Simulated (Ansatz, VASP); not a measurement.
TaN: VASP beside Ansatz

INCAR

```
PREC = Accurate ; ENCUT = 600
EDIFF = 1E-6 ; ISMEAR = 0
SIGMA = 0.15 ; LREAL = False
LASPH = True ; NELM = 120
ALGO = Normal ; ISIF = 2
LWAVE = False ; LCHARG = True
LELF = True ; LVHAR = True
NBANDS = 16 ; GGA_COMPAT = False
```

File KPOINTS:

```
regular mesh
0
Gamma
  18 18 18
```

The input POSCAR:

```
TaN
1.0
    0.0000000000      2.1375325951      2.1375325951
    2.1375325951      0.0000000000      2.1375325951
    2.1375325951      2.1375325951      0.0000000000
Ta N
1 1
Direct
    0.4989139126      0.5010860874      0.5010860874
    0.0140304995     -0.0140304995     -0.0140304995
```

Input for Ansatz:

```yaml
crystal:
  lattice:
    - [0.0, 2.1375325951, 2.1375325951]
    - [2.1375325951, 0.0, 2.1375325951]
    - [2.1375325951, 2.1375325951, 0.0]
  atoms:
    - { symbol: Ta, position: [0.4989139126, 0.5010860874, 0.5010860874] }
    - { symbol: "N", position: [0.0140304995, -0.0140304995, -0.0140304995] }
basis:
  ecutwfc: 520.0
kpoints:
  mp_grid: { grid: [18, 18, 18] }
hamiltonian:
  xc: lda
  pseudopotentials: { kind: paw, azcp: { folder: soft_1 } }
scf:
  occupations: { method: gaussian, width: 0.15 }
output:
  forces: true
  stress: true
  eigenvalues: true
```

Change from the starting cell: mode 4 frozen in at -0.061 Å, equal normal strain along x, y and z -0.0167.

Alike in both runs: task single point; functional LDA; k mesh 18 × 18 × 18; occupations gaussian, width 0.15 eV; no spin polarisation.

|  | VASP | Ansatz |
| --- | --- | --- |
| version | VASP 6.6.1 | Ansatz 0.2.0 |
| potentials or method | VASP PAW LDA potentials, release 64 (Ta_sv_GW, N), cutoff 600 eV | scalar-relativistic, plane waves, PAW |
| valence electrons in the cell | 18 | 18 |

|  | VASP | Ansatz | Ansatz less VASP |
| --- | --- | --- | --- |
| gap on the k mesh at the Fermi level (eV) | none | none | - |
| pressure (GPa) | 23.9 | 22.1 | -1.78 |
| traceless stress, the component that is largest in VASP (GPa) | 1.92 | 1.89 | -0.022 |
| rms of the force components (eV/Å) | 0.449 | 0.443 | -0.0059 |

Ansatz warns that its potentials were made for another functional, while VASP's fit it. LDA's correlation is that of Perdew and Zunger in VASP and of Perdew and Wang (1992) in Ansatz. Atom by atom the forces differ by 0.006 eV/Å (rms over components). A gap of «none» marks a metal or a gap that the smearing closes.

Spin-orbit coupling is off throughout.
